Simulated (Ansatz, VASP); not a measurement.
# One calculation of ZrTlF3, two programs

```
CELL_PARAMETERS angstrom
4.41518 0.00000 0.00000
0.00000 4.41518 0.00000
0.00000 0.00000 4.41518
ATOMIC_POSITIONS crystal
Zr 0.50000 0.50000 0.50000
Tl 0.00000 0.00000 0.00000
F 0.50000 0.00000 0.50000
F 0.00000 0.50000 0.50000
F 0.50000 0.50000 0.00000
```

Alike in both runs: task single point; functional PBE; k mesh 4 × 4 × 4; occupations gaussian, width 0.1 eV; collinear spin.

|  | VASP | Ansatz |
| --- | --- | --- |
| version | VASP 6.6.1 | Ansatz 0.2.0 |
| potentials or method | VASP PAW PBE potentials, release 64 (Zr_sv, Tl_d, F), cutoff 520 eV | scalar-relativistic, plane waves, PAW |
| valence electrons in the cell | 46 | 46 |

```csv
,VASP,Ansatz,Ansatz less VASP
gap on the k mesh at the Fermi level (eV),none,none,-
pressure (GPa),0.9,1.0,+0.09
net moment per atom (μB),0.31,0.31,0.000
size of the moment on the site where the two differ most (μB),0.99,0.61,-0.380
```

Site moments also hang on the region over which each program counts them. A gap of «none» marks a metal or a gap that the smearing closes. With one functional, cell and mesh, what is left measures potentials, basis and numerics.

Neither program's run includes spin-orbit coupling.
